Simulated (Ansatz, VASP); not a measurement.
## Two plane-wave programs on Al

```
Al
1.0
     2.73000    0.00000    0.00000
    -1.36500    2.36425    0.00000
     0.00000    0.00000    4.71250
Al
2
Direct
  0.66667 0.33333 0.75000
  0.33333 0.66667 0.25000
```

Alike in both runs: task single point; functional PBEsol; k mesh 18 × 18 × 10; occupations gaussian, width 0.15 eV; no spin polarisation.

|  | VASP | Ansatz |
| --- | --- | --- |
| version | VASP 6.6.1 | Ansatz 0.2.0 |
| potentials or method | VASP PAW PBE potentials, release 64 (Al), cutoff 520 eV | scalar-relativistic, plane waves, PAW |
| valence electrons in the cell | 6 | 6 |

VASP gave:

- gap on the k mesh at the Fermi level (eV): none
- pressure (GPa): 6.9
- traceless stress, the component that is largest in VASP (GPa): -2.62

**Question.** What did Ansatz give for the same quantities?

**Answer.** gap on the k mesh at the Fermi level (eV): none; pressure (GPa): 6.8; traceless stress, the component that is largest in VASP (GPa): -2.59.

VASP's potentials were made for PBE, not for PBEsol, and Ansatz warns of the same on its side. A gap of «none» marks a metal or a gap that the smearing closes.
